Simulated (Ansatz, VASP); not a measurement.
Re: VASP beside Ansatz

```
CELL_PARAMETERS angstrom
2.63135 0.00000 0.00000
0.00000 2.63135 0.00000
0.00000 0.00000 2.63135
ATOMIC_POSITIONS crystal
Re 0.00000 0.00000 0.00000
```

Alike in both runs: task single point; functional r2SCAN; k mesh 14 × 14 × 14; occupations fermi-dirac, width 0.1 eV; no spin polarisation.

|  | VASP | Ansatz |
| --- | --- | --- |
| version | VASP 6.6.1 | Ansatz 0.2.0 |
| potentials or method | VASP PAW PBE potentials, release 64 (Re), cutoff 660 eV | plane waves (500 eV) with PAW, scalar-relativistic |
| valence electrons in the cell | 7 | 15 |

|  | VASP | Ansatz | Ansatz less VASP |
| --- | --- | --- | --- |
| pressure (GPa) | -19.2 | -18.4 | +0.76 |

VASP's potentials were made for PBE, not for r2SCAN. VASP's potentials hold 7 valence electrons a cell and Ansatz's 15, so a difference there can come from the potentials and not from the codes.

Spin-orbit coupling is off throughout.
